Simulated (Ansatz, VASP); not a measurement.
# Two plane-wave programs on TiO2

```
Ti O
1.0
    -1.89961    1.89961    4.84851
     1.89961   -1.89961    4.84851
     1.89961    1.89961   -4.84851
Ti O
2 4
Direct
  0.00000 0.00000 0.00000
  0.75000 0.25000 0.50000
  0.20649 0.20649 0.00000
  0.95649 0.45649 0.50000
  0.54351 0.04351 0.50000
  0.79351 0.79351 0.00000
```

Alike in both runs: functional PBE; k mesh 10 × 10 × 10; occupations gaussian, width 0.02 eV; no spin polarisation.

Ansatz relaxed the structure, and its values are those at the end. VASP's run is a single point on that final structure, the one shown.

|  | VASP | Ansatz |
| --- | --- | --- |
| version | VASP 6.6.1 | Ansatz 0.2.0 |
| potentials or method | VASP PAW PBE potentials, release 64 (Ti_sv, O), cutoff 520 eV | scalar-relativistic, plane waves, PAW |
| valence electrons in the cell | 48 | 48 |

```csv
,VASP,Ansatz,Ansatz less VASP
gap on the k mesh at the Fermi level (eV),2.11,2.13,+0.023
least direct gap on the mesh (eV),2.41,2.43,+0.021
pressure (GPa),0.7,0.0,-0.67
rms of the force components (eV/Å),0.009,0.000,-0.0087
```

The functional is the same, so the differences come from potentials, cutoffs and numerics.
